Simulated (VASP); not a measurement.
Runs of VASP 6.6.1 on Zn. The structure is that of space group Im-3m (No. 229), or close to it. The cells are those of the table. 

```tsv
cell	gap on the mesh (eV)	pressure (GPa)
a = 2.585 Å, angles 110.9, 108.7, 108.7°, 1 atom	none	(a)
a = 2.643 Å, angles 109.5, 110.5, 108.4°, 1 atom	none	-2.8
a = 2.666 Å, angles 109.1, 111.2, 108.1°, 1 atom	none	-4.7
a = 2.632 Å, angles 111.3, 110.2, 107.0°, 1 atom	none	-1.6
a = 2.654 Å, angles 108.8, 110.9, 108.8°, 1 atom	none	-3.7
a = 2.620 Å, angles 112.0, 109.9, 106.6°, 1 atom	none	(b)
a = 2.562 Å, angles 110.2, 108.0, 110.2°, 1 atom	none	6.9
a = 2.643 Å, angles 110.5, 110.5, 107.3°, 1 atom	none	-2.7
```

Alike in all rows: task single point; level LDA; potentials or basis VASP PAW LDA potentials, release 64 (Zn); no spin polarisation; k mesh 20 × 20 × 20; cutoff (eV) 520; smearing gaussian 0.15 eV.

Task: Estimate the missing entries.

Result: (a) 3.6; (b) -0.5.

A gap of «none» marks levels without a gap at the run's occupations.
